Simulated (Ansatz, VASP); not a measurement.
## Hg: VASP beside Ansatz

INCAR

```
SYSTEM = Hg
ALGO = Fast
EDIFF = 1E-6
ENCUT = 520
GGA = PE
ISIF = 2
ISMEAR = 0
ISPIN = 2
LASPH = .TRUE.
LCHARG = .FALSE.
LDAU = .TRUE.
LDAUJ = 0
LDAUL = 2
LDAUPRINT = 1
LDAUTYPE = 2
LDAUU = 0.5
LORBIT = 11
LREAL = .FALSE.
LWAVE = .FALSE.
MAGMOM = 0.12
NBANDS = 16
NELM = 150
PREC = Accurate
SIGMA = 0.1
```

KPOINTS

```
k-points
0
G
  2 2 2
  0 0 0
```

Contents of POSCAR:

```
Hg
1.0
    0.0000000000      2.3919113801      2.3919113801
    2.3919113801      0.0000000000      2.3919113801
    2.3919113801      2.3919113801      0.0000000000
Hg
1
Direct
    0.0000000000      0.0000000000      0.0000000000
```

Input for Ansatz:

```yaml
crystal:
  lattice:
    - [0.0, 2.3919113801, 2.3919113801]
    - [2.3919113801, 0.0, 2.3919113801]
    - [2.3919113801, 2.3919113801, 0.0]
  atoms:
    - { symbol: Hg, position: [0.0, 0.0, 0.0] }
basis:
  ecutwfc: 420
kpoints:
  mp_grid: { grid: [2, 2, 2] }
hamiltonian:
  xc: pbe
  hubbard:
    sites: [{ species: Hg, l: d, u_eff: 0.5 }]
    projectors: ortho-atomic
scf:
  occupations: { method: gaussian, width: 0.1 }
output:
  forces: true
  stress: true
  eigenvalues: true
magnetization:
  spin_polarized: true
```

Alike in both runs: task single point; functional PBE; k mesh 2 × 2 × 2; occupations gaussian, width 0.1 eV; collinear spin; Hubbard terms Hg d U = 0.5 eV.

|  | VASP | Ansatz |
| --- | --- | --- |
| version | VASP 6.6.1 | Ansatz 0.2.0 |
| potentials or method | VASP PAW PBE potentials, release 64 (Hg), cutoff 520 eV | scalar-relativistic, plane waves, PAW |
| valence electrons in the cell | 12 | 20 |

```csv
,VASP,Ansatz,Ansatz less VASP
gap on the k mesh at the Fermi level (eV),none,none,-
pressure (GPa),6.6,6.9,+0.31
net moment per atom (μB),0.25,0.25,0.000
size of the moment on the site where the two differ most (μB),0.07,0.11,+0.045
```

Site moments also hang on the region over which each program counts them. The programs project onto different local orbitals, so the same U acts differently, and such runs can settle in different states. A gap of «none» marks a metal or a gap that the smearing closes. VASP's potentials hold 12 valence electrons a cell and Ansatz's 20, so a difference there can come from the potentials and not from the codes. Ansatz's warnings: filled band counts differ across k points, no starting moments.

The k mesh is coarse, so the values compare programs but aren't converged. Neither program's run includes spin-orbit coupling.
